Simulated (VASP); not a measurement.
Write the native input for VASP 6.6.1 that does the following.

* Task: single point
* Functional: PBE
* Potentials or basis: VASP PAW PBE potentials, release 64 (K_sv, Cl)
* Cutoff: 520 eV
* k mesh: 6 × 6 × 6
* Occupations: gaussian, width 0.01 eV
* Spin: no spin polarisation
* Dipole correction: no
* Further INCAR settings: ALGO = Normal; EDIFF = 1e-06; NBANDS = 15

The structure of KCl (Sylvite) lies in POSCAR:

```
KCl
1.0
    0.0000000000      3.1891739729      3.1891739729
    3.1891739729      0.0000000000      3.1891739729
    3.1891739729      3.1891739729      0.0000000000
K Cl
1 1
Direct
    0.0000000000      0.0000000000      0.0000000000
    0.5000000000      0.5000000000      0.5000000000
```

One way to write it, as run:

INCAR

```
SYSTEM = KCl
PREC = Accurate
ENCUT = 520
EDIFF = 1E-6
ISMEAR = 0
SIGMA = 0.01
LREAL = .False.
LASPH = .True.
NELM = 60
ALGO = Normal
ISIF = 2
LWAVE = .False.
LCHARG = .False.
GGA = PE
NBANDS = 15
```

KPOINTS

```
regular mesh
0
Gamma
  6 6 6
  0 0 0
```

Potentials or basis: VASP PAW PBE potentials, release 64 (K_sv, Cl).

Run with:

```console
$ cat potpaw_PBE.64/K_sv/POTCAR potpaw_PBE.64/Cl/POTCAR > POTCAR
$ mpirun -np 1 vasp_std > vasp.out
```

It gave:

The pressure is 0.0 GPa. The band gap on the k mesh is 5.05 eV, direct.

Wall time 26 s on 1 thread of AMD EPYC 7R13 Processor (Zen 3) (shared host), peak memory 0.17 GiB.
